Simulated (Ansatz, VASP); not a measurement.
## Two plane-wave programs on Zn4HO4

File INCAR:

```
SYSTEM = Zn4HO4
PREC = Accurate
ENCUT = 520
EDIFF = 1E-6
ISMEAR = 0
SIGMA = 0.05
LREAL = .False.
LASPH = .True.
NELM = 100
ALGO = Normal
ISIF = 2
LWAVE = .False.
LCHARG = .False.
GGA = PS
NBANDS = 46
```

The input KPOINTS:

```
Automatic mesh
0
Gamma
  4 4 8
  0 0 0
```

POSCAR

```
Zn4HO4
1.0
    5.5148137916      0.0000000000      0.0000000000
    0.0000000000      5.5148137916      0.0000000000
    0.0000000000      0.0000000000      3.2430062931
Zn O H
4 4 1
Direct
    0.1820657240      0.1820657240      0.5000000000
    0.8179342760      0.8179342760      0.5000000000
    0.6820657240      0.3179342760      0.0000000000
    0.3179342760      0.6820657240      0.0000000000
    0.8180023132      0.1819976868      0.5000000000
    0.1819976868      0.8180023132      0.5000000000
    0.6819976868      0.6819976868      0.0000000000
    0.3180023132      0.3180023132      0.0000000000
    1.0000405349     -0.7180023132      0.3000000000
```

Input for Ansatz:

```yaml
crystal:
  lattice:
    - [5.5148137916, 0.0, 0.0]
    - [0.0, 5.5148137916, 0.0]
    - [0.0, 0.0, 3.2430062931]
  atoms:
    - { symbol: Zn, position: [0.182065724, 0.182065724, 0.5] }
    - { symbol: Zn, position: [0.817934276, 0.817934276, 0.5] }
    - { symbol: Zn, position: [0.682065724, 0.317934276, 0.0] }
    - { symbol: Zn, position: [0.317934276, 0.682065724, 0.0] }
    - { symbol: O, position: [0.8180023132, 0.1819976868, 0.5] }
    - { symbol: O, position: [0.1819976868, 0.8180023132, 0.5] }
    - { symbol: O, position: [0.6819976868, 0.6819976868, 0.0] }
    - { symbol: O, position: [0.3180023132, 0.3180023132, 0.0] }
    - { symbol: H, position: [1.0000405349, -0.7180023132, 0.3] }
basis:
  ecutwfc: 420
kpoints:
  mp_grid: { grid: [4, 4, 8] }
hamiltonian:
  xc: pbesol
  pseudopotentials: { kind: paw, azcp: { folder: soft_1 } }
scf:
  occupations: { method: gaussian, width: 0.05 }
output:
  forces: true
  stress: true
  eigenvalues: true
  write_density: true
  write_potential: true
  elf: true
  volumetric_format: npy
```

Alike in both runs: task single point; functional PBEsol; k mesh 4 × 4 × 8; occupations gaussian, width 0.05 eV; no spin polarisation.

```csv
,VASP,Ansatz
version,VASP 6.6.1,Ansatz 0.2.0
potentials or method,"VASP PAW PBE potentials, release 64 (Zn, O, H), cutoff 520 eV","scalar-relativistic, plane waves, PAW"
valence electrons in the cell,73,73
```

|  | VASP | Ansatz | Ansatz less VASP |
| --- | --- | --- | --- |
| gap on the k mesh at the Fermi level (eV) | none | none | - |
| pressure (GPa) | 12.0 | 11.0 | -0.96 |
| traceless stress, the component that is largest in VASP (GPa) | 5.73 | 5.64 | -0.089 |
| rms of the force components (eV/Å) | 1.754 | 1.724 | -0.0307 |

VASP's potentials were made for PBE, not for PBEsol, and Ansatz warns of the same on its side. Atom by atom the forces differ by 0.036 eV/Å (rms over components). A gap of «none» marks a metal or a gap that the smearing closes. With one functional, cell and mesh, what is left measures potentials, basis and numerics.
